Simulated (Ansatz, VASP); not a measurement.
Two plane-wave programs on Ga2O3

File INCAR:

```
SYSTEM = Ga2O3
PREC = Accurate ; ENCUT = 600
EDIFF = 1E-6 ; ISMEAR = 0
SIGMA = 0.02 ; LREAL = .FALSE.
LASPH = .TRUE. ; NELM = 100
ALGO = Normal ; ISIF = 3
LWAVE = .FALSE. ; LCHARG = .FALSE.
GGA = PE ; IBRION = 2
NSW = 100 ; EDIFFG = -0.01
```

Contents of KPOINTS:

```
Automatic mesh
0
G
  6 6 6
  0 0 0
```

POSCAR

```
Ga2O3
1.0
    2.5286557284      1.4599200655      4.5416941020
   -2.5286557284      1.4599200655      4.5416941020
    0.0000000000     -2.9198401310      4.5416941020
Ga O
4 6
Direct
    0.3557656956      0.3557656956      0.3557656956
    0.1442343044      0.1442343044      0.1442343044
    0.6442343044      0.6442343044      0.6442343044
    0.8557656956      0.8557656956      0.8557656956
    0.5531629561      0.9468370439      0.2500000000
    0.2500000000      0.5531629561      0.9468370439
    0.9468370439      0.2500000000      0.5531629561
    0.4468370439      0.0531629561      0.7500000000
    0.7500000000      0.4468370439      0.0531629561
    0.0531629561      0.7500000000      0.4468370439
```

Input for Ansatz:

```yaml
crystal:
  lattice:
    - [2.5286557284, 1.4599200655, 4.541694102]
    - [-2.5286557284, 1.4599200655, 4.541694102]
    - [0.0, -2.919840131, 4.541694102]
  atoms:
    - { symbol: Ga, position: [0.3557656956, 0.3557656956, 0.3557656956] }
    - { symbol: Ga, position: [0.1442343044, 0.1442343044, 0.1442343044] }
    - { symbol: Ga, position: [0.6442343044, 0.6442343044, 0.6442343044] }
    - { symbol: Ga, position: [0.8557656956, 0.8557656956, 0.8557656956] }
    - { symbol: O, position: [0.5531629561, 0.9468370439, 0.25] }
    - { symbol: O, position: [0.25, 0.5531629561, 0.9468370439] }
    - { symbol: O, position: [0.9468370439, 0.25, 0.5531629561] }
    - { symbol: O, position: [0.4468370439, 0.0531629561, 0.75] }
    - { symbol: O, position: [0.75, 0.4468370439, 0.0531629561] }
    - { symbol: O, position: [0.0531629561, 0.75, 0.4468370439] }
basis:
  ecutwfc: 420
kpoints:
  mp_grid: { grid: [6, 6, 6] }
hamiltonian:
  xc: pbe
scf:
  occupations: { method: gaussian, width: 0.02 }
output:
  forces: true
  stress: true
  eigenvalues: true
relax:
  adjacent_minimum: "off"
  f_tol: 0.01
  max_steps: 80
  cell: { stress_tol: 0.05 }
```

Alike in both runs: task relaxation of cell and atoms; functional PBE; k mesh 6 × 6 × 6; occupations gaussian, width 0.02 eV; no spin polarisation.

```csv
,VASP,Ansatz
version,VASP 6.6.1,Ansatz 0.2.0
potentials or method,"VASP PAW PBE potentials, release 64 (Ga_d, O), cutoff 600 eV","scalar-relativistic, plane waves, PAW"
valence electrons in the cell,88,88
```

```tsv
	VASP	Ansatz	Ansatz less VASP
gap on the k mesh at the Fermi level, each at its own relaxed structure (eV)	2.36	2.40	+0.038
relaxed volume (Å³/atom)	10.09	10.06	-0.028
relaxed cell length with the largest relative difference (Å)	5.404	5.399	-0.0045
```
